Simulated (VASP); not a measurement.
# MnO2 (P4_2/mnm) in VASP: single point with PBE

Aim: the single point of MnO2 with PBE.

Program: VASP 6.6.1. These are calculated values, not measurements. Logs are shortened: lines on timing, memory, paths and dates and some standing lists are left out, and cuts for length are marked.

### Step 1. The cell of the first run

The structure is tetragonal, space group P4_2/mnm (No. 136). The conventional cell has a = 4.396 Å, b = 4.396 Å, c = 2.871 Å, α = 90.00°, β = 90.00°, γ = 90.00°. Within 2.5 Å of Mn (site symmetry mmm) lie 6 O at 1.88 to 1.89 Å. O (site symmetry m2m) has 3 Mn at 1.88 to 1.89 Å and 1 O at 2.46 Å within 2.5 Å.

### Step 2. Single point, PBE, collinear spin, ferromagnetic start

INCAR reads:

```
PREC     = Accurate       # precision mode
ENCUT    = 520            # plane-wave cutoff, eV
EDIFF    = 1E-6           # SCF threshold, eV
ISMEAR   = -1             # smearing method
SIGMA    = 0.05           # smearing width, eV
LREAL    = F              # projectors in reciprocal space
LASPH    = T              # aspherical terms in the spheres
NELM     = 150            # most SCF steps
ALGO     = Normal         # electronic algorithm
ISIF     = 2              # what is computed and relaxed
LWAVE    = F              # write WAVECAR
LCHARG   = F              # write CHGCAR
ISPIN    = 2              # spin polarisation
MAGMOM   = 4 4 0 0 0 0    # initial moments
LORBIT   = 11             # projections on sites
LMAXMIX  = 4              # l up to which the mixer works
GGA      = PE             # functional
NBANDS   = 38             # bands
```

KPOINTS reads:

```
Automatic mesh
0
Gamma
  8 8 12
```

POSCAR reads:

```
MnO2
1.0
    4.3960000000      0.0000000000      0.0000000000
    0.0000000000      4.3960000000      0.0000000000
    0.0000000000      0.0000000000      2.8710000000
Mn O
2 4
Direct
    0.0000000000      0.0000000000      0.0000000000
    0.5000000000      0.5000000000      0.5000000000
    0.3020000000      0.3020000000      0.0000000000
    0.1980000000      0.8020000000      0.5000000000
    0.6980000000      0.6980000000      0.0000000000
    0.8020000000      0.1980000000      0.5000000000
```

Potentials or basis: VASP PAW PBE potentials, release 64 (Mn_pv, O).

Run with:

```bash
> cat potpaw_PBE.64/Mn_pv/POTCAR potpaw_PBE.64/O/POTCAR > POTCAR
> mpirun -np 1 vasp_std > vasp.out
```

OUTCAR:

```text
PREC = Accurate
   ENCUT = 520
   EDIFF = 1E-6
   ISMEAR = -1
   LREAL = F
   LASPH = T
   NELM = 150
   ISIF = 2
   ISPIN = 2
   LORBIT = 11
   GGA = PE

 ion  position               nearest neighbor table
   1  0.000  0.000  0.000-   3 1.88   5 1.88   4 1.89   6 1.89   4 1.89   6 1.89
   2  0.500  0.500  0.500-   4 1.88   6 1.88   5 1.89   3 1.89   3 1.89   5 1.89
   3  0.302  0.302  0.000-   1 1.88   2 1.89   2 1.89
   4  0.198  0.802  0.500-   2 1.88   1 1.89   1 1.89
   5  0.698  0.698  0.000-   1 1.88   2 1.89   2 1.89
   6  0.802  0.198  0.500-   2 1.88   1 1.89   1 1.89

  LATTYP: Found a simple tetragonal cell.
 ALAT       =     4.3960000000
 C/A-ratio  =     0.6530937216

  Lattice vectors:

 A1 = (   4.3960000000,   0.0000000000,   0.0000000000)
 A2 = (   0.0000000000,   4.3960000000,   0.0000000000)
 A3 = (   0.0000000000,   0.0000000000,   2.8710000000)

Analysis of symmetry for initial positions (statically):
=====================================================================
 Subroutine PRICEL returns:
 Original cell was already a primitive cell.

 Routine SETGRP: Setting up the symmetry group for a
 simple tetragonal supercell.

 Subroutine GETGRP returns: Found 16 space group operations
 (whereof  8 operations were pure point group operations)
 out of a pool of 16 trial point group operations.

The static configuration has the point symmetry D_2h.
 The point group associated with its full space group is D_4h.

Analysis of symmetry for dynamics (positions and initial velocities):
=====================================================================
 Subroutine PRICEL returns:
 Original cell was already a primitive cell.

 Routine SETGRP: Setting up the symmetry group for a
 simple tetragonal supercell.

 Subroutine GETGRP returns: Found 16 space group operations
 (whereof  8 operations were pure point group operations)
 out of a pool of 16 trial point group operations.

The dynamic configuration has the point symmetry D_2h.
 The point group associated with its full space group is D_4h.

Analysis of structural, dynamic, and magnetic symmetry:
=====================================================================
 Subroutine PRICEL returns:
 Original cell was already a primitive cell.

 Routine SETGRP: Setting up the symmetry group for a
 simple tetragonal supercell.

 Subroutine GETGRP returns: Found 16 space group operations
 (whereof  8 operations were pure point group operations)
 out of a pool of 16 trial point group operations.

The overall configuration has the point symmetry D_2h.
 The point group associated with its full space group is D_4h.

 Subroutine INISYM returns: Found 16 space group operations
 (whereof  8 operations are pure point group operations),
 and found     1 'primitive' translations

----------------------------------------------------------------------------------------

                                     Primitive cell

  volume of cell :      55.4815

  direct lattice vectors                    reciprocal lattice vectors
     4.396000000  0.000000000  0.000000000     0.227479527  0.000000000  0.000000000
     0.000000000  4.396000000  0.000000000     0.000000000  0.227479527  0.000000000
     0.000000000  0.000000000  2.871000000     0.000000000  0.000000000  0.348310693

  length of vectors
     4.396000000  4.396000000  2.871000000     0.227479527  0.227479527  0.348310693

  position of ions in fractional coordinates (direct lattice)
     0.000000000  0.000000000  0.000000000
     0.500000000  0.500000000  0.500000000
     0.302000000  0.302000000  0.000000000
     0.198000000  0.802000000  0.500000000
     0.698000000  0.698000000  0.000000000
     0.802000000  0.198000000  0.500000000

  ion indices of the primitive-cell ions
   primitive index   ion index
                 1           1
                 2           2
                 3           3
                 4           4
                 5           5
                 6           6

----------------------------------------------------------------------------------------

[... 31 lines left out ...]
  0.125000  0.125000  0.000000      4.000000
[... 16 lines left out ...]
  0.375000  0.125000  0.083333     16.000000
  0.500000  0.125000  0.083333      8.000000
 [... further k-points ...]
   k-points           NKPTS =    105   k-points in BZ     NKDIM =    105   number of bands    NBANDS=     38
   number of dos      NEDOS =    301   number of ions     NIONS =      6
   total plane-waves  NPLWV =  31104
   dimension x,y,z NGX =    36 NGY =   36 NGZ =   24
   dimension x,y,z NGXF=    72 NGYF=   72 NGZF=   48
   ions per type =               2   4
   NGX,Y,Z   is equivalent  to a cutoff of  13.61, 13.61, 13.90 a.u.
   NGXF,Y,Z  is equivalent  to a cutoff of  27.23, 27.23, 27.79 a.u.
 SYSTEM =  unknown system
   PREC   = accura    normal or accurate (medium, high low for compatibility)
   ISTART =      0    job   : 0-new  1-cont  2-samecut
   ICHARG =      2    charge: 1-file 2-atom 10-const
   ISPIN  =      2    spin polarized calculation?
   LNONCOLLINEAR =      F non collinear calculations
   LSORBIT =      F    spin-orbit coupling
   LASPH  =      T    aspherical Exc in radial PAW
   ENCUT  =  520.0 eV  38.22 Ry    6.18 a.u.   8.17  8.17  5.34*2*pi/ulx,y,z
   NELM   =    150;   NELMIN=  2; NELMDL= -5     # of ELM steps
   EDIFF  = 0.1E-05   stopping-criterion for ELM
   LREAL  =      F    real-space projection
   EDIFFG = 0.1E-04   stopping-criterion for IOM
   NSW    =      0    number of steps for IOM
   IBRION =     -1    ionic relax: 0-MD 1-quasi-New 2-CG
   NFREE  =      0    steps in history (QN), initial steepest desc. (CG)
   ISIF   =      2    stress and relaxation
   ISYM   =      2    0-nonsym 1-usesym 2-fastsym
   POTIM  = 0.5000    time-step for ionic-motion
   TEBEG  =    0.0;   TEEND  =   0.0 temperature during run
   PSTRESS=    0.0 pullay stress
   NELECT =      50.0000    total number of electrons
   NUPDOWN=      -1.0000    fix difference up-down
   EMIN   =  10.00;   EMAX   =-10.00  energy-range for DOS
   EFERMI =   0.00;   METHOD = LEGACY
   ISMEAR =    -1;   SIGMA  =   0.05  broadening in eV -4-tet -1-fermi 0-gaus
   EFERMI_NEDOS =   21; number of points for ismear=-14 and -15
   IALGO  =     38    algorithm
   IMIX   =      4    mixing-type and parameters
     AMIX     =   0.40;   BMIX     =  1.00
     AMIX_MAG =   1.60;   BMIX_MAG =  1.00
  volume/ion in A,a.u.               =       9.25        62.40
  Fermi-wavevector in a.u.,A,eV,Ry     =   1.581304  2.988231 34.021663  2.500522
  Thomas-Fermi vector in A             =   2.681400
   LORBIT       =     11    0 simple, 1 ext, 2 COOP (PROOUT), +10 PAW based schemes
   GGA     = PE    functional components
   LHFCALC =     F    Hartree Fock is set to
   AEXX    =    0.0000 exact exchange contribution
   IVDW    =     0    specifies the selected vdW correction
   LEPSILON=     F    determine dielectric tensor
   LRPA    =     F    only Hartree local field effects (RPA)
 spin polarized calculation
  energy-cutoff  :      520.00
  volume of cell :       55.48
 maximum number of plane-waves:      1514
 NGX is ok and might be reduce to    36
   NGX = 17   NGY = 17   NGZ = 11

 number of electron      49.9999990 magnetization       5.9879879

 Free energy of the ion-electron system (eV)
  ---------------------------------------------------
  ext. energy  EPLUGINS =         0.00000000
  ---------------------------------------------------
  free energy    TOTEN  =       -47.66556271 eV

  energy without entropy =      -47.66159613  energy(sigma->0) =      -47.66357942

 E-fermi :   5.4959     XC(G=0): -12.0336

 val. band max:        5.4901242009   @ k =   0.0000   0.0000   0.0833
 cond. band min:       5.5292474291   @ k =   0.0000   0.0000   0.0000
 fundamental gap:      0.0391232281
 Fermi energy:         5.4958987237

 spin component 1

 k-point     1 :       0.0000    0.0000    0.0000
  band No.  band energies     occupation
      1     -45.3559      1.00000
      2     -45.3481      1.00000
      3     -45.2785      1.00000
      4     -45.2785      1.00000
      5     -45.2033      1.00000
      6     -45.2033      1.00000
[... 949 lines left out ...]
     36      18.1717      0.00000
     37      20.8787      0.00000

 [... further k-points ...]

 spin component 2

 k-point     1 :       0.0000    0.0000    0.0000
  band No.  band energies     occupation
      1     -42.3718      1.00000
      2     -42.3620      1.00000
      3     -42.3098      1.00000
      4     -42.3098      1.00000
      5     -42.2342      1.00000
      6     -42.2342      1.00000
[... 949 lines left out ...]
     36      18.8075      0.00000
     37      21.3064      0.00000

 [... further k-points ...]

 [bands above 37 left out]

------------------------ aborting loop because EDIFF is reached ----------------------------------------

  FORCE on cell =-STRESS in cart. coord.  units (eV):
  Direction    XX          YY          ZZ          XY          YZ          ZX
  --------------------------------------------------------------------------------------
  -------------------------------------------------------------------------------------
  Total        2.5256637      2.5256637      1.4619238      0.0000000      0.0000000      0.0000000
  in kB       72.9352625     72.9352625     42.2169403      0.0000000      0.0000000      0.0000000
  external PRESSURE =      62.6958218 kB  Pullay stress =       0.0000000 kB

 VOLUME and BASIS-vectors are now :
 -----------------------------------------------------------------------------
  energy-cutoff  :      520.00
  volume of cell :       55.48
      direct lattice vectors                 reciprocal lattice vectors
     4.396000000  0.000000000  0.000000000     0.227479527  0.000000000  0.000000000
     0.000000000  4.396000000  0.000000000     0.000000000  0.227479527  0.000000000
     0.000000000  0.000000000  2.871000000     0.000000000  0.000000000  0.348310693

 POSITION                                       TOTAL-FORCE (eV/Angst)
 -----------------------------------------------------------------------------------
      0.00000      0.00000      0.00000         0.000000      0.000000      0.000000
      2.19800      2.19800      1.43550         0.000000      0.000000      0.000000
      1.32759      1.32759      0.00000         0.317560      0.317560      0.000000
      0.87041      3.52559      1.43550        -0.317560      0.317560      0.000000
      3.06841      3.06841      0.00000        -0.317560     -0.317560      0.000000
      3.52559      0.87041      1.43550         0.317560     -0.317560      0.000000
 -----------------------------------------------------------------------------------
    total drift:                                0.000000      0.000000      0.000000

  FREE ENERGIE OF THE ION-ELECTRON SYSTEM (eV)
  ---------------------------------------------------
  free  energy   TOTEN  =       -47.6655627120 eV

  energy  without entropy=      -47.6615961301  energy(sigma->0) =      -47.66357942

 total charge

# of ion       s       p       d       tot
------------------------------------------
    1        0.353   6.466   4.897  11.717
    2        0.353   6.466   4.897  11.717
    3        1.569   3.465   0.000   5.034
    4        1.569   3.465   0.000   5.034
    5        1.569   3.465   0.000   5.034
    6        1.569   3.465   0.000   5.034
--------------------------------------------------
tot          6.983  26.795   9.794  43.571

 magnetization (x)

# of ion       s       p       d       tot
------------------------------------------
    1        0.017   0.029   2.647   2.694
    2        0.017   0.029   2.647   2.694
    3        0.001   0.095   0.000   0.096
    4        0.001   0.095   0.000   0.096
    5        0.001   0.095   0.000   0.096
    6        0.001   0.095   0.000   0.096
--------------------------------------------------
tot          0.038   0.437   5.295   5.770
```

It took 11 min on 1 thread of Intel Xeon Platinum 8488C (Sapphire Rapids), shared host; peak memory 0.41 GiB.

Results:

- Free energy: -47.6656 eV
- Pressure: 6.3 GPa
- Largest force: 0.449 eV/Å
- Band gap on the k mesh: zero (filled and empty bands overlap)
- Net moment: 5.99 μB per cell
- Site moments: Mn +2.69; O +0.10 μB
- Valence electrons inside the program's atomic spheres: Mn 11.72; O 5.03

Forces on the atoms (eV/Å):
```
Mn   0.000  0.000  0.000
Mn   0.000  0.000  0.000
O    0.318  0.318  0.000
O   -0.318  0.318  0.000
O   -0.318 -0.318  0.000
O    0.318 -0.318  0.000
```

Levels at points of the mesh, in eV from the Fermi level:
Spin up:
| k point | band 26 | band 27 | band 28 | band 29 | band 30 | band 31 |
| --- | --- | --- | --- | --- | --- | --- |
| (0.00, 0.00, 0.00) | -1.30 | -0.75 | -0.20 | -0.15 | 2.58 | 2.58 |
| (0.50, 0.00, 0.00) | -1.39 | -0.80 | -0.80 | 2.25 | 2.25 | 2.31 |
| (0.50, 0.50, 0.00) | -2.28 | -0.09 | -0.09 | 1.49 | 1.49 | 2.55 |
| (0.00, 0.00, 0.50) | -1.11 | -0.27 | -0.27 | 1.34 | 1.34 | 1.62 |
| (0.50, 0.00, 0.50) | -2.02 | -0.13 | -0.13 | 0.17 | 0.17 | 3.25 |
| (0.50, 0.50, 0.50) | -1.04 | -0.89 | -0.89 | 1.64 | 1.64 | 2.02 |
Spin down:
```
           k point  band 20  band 21  band 22  band 23  band 24  band 25
(0.00, 0.00, 0.00)    -1.00    -1.00    -0.33     0.03     0.29     0.48
(0.50, 0.00, 0.00)    -2.93    -1.20    -1.20     0.69     0.69     1.14
(0.50, 0.50, 0.00)    -2.55    -2.06    -2.06     0.05     0.05     0.49
(0.00, 0.00, 0.50)    -3.20    -2.38    -2.38     1.08     1.08     1.41
(0.50, 0.00, 0.50)    -2.95    -1.60    -1.60     0.22     0.22     1.08
(0.50, 0.50, 0.50)    -1.96    -1.42    -1.42     1.09     1.09     1.12
```

Caveat: semilocal functionals often make such compounds metallic where correlation or magnetic order opens a gap, which also shifts bond lengths; only a ferromagnetic start was run, and an antiferromagnetic order may lie lower in energy.
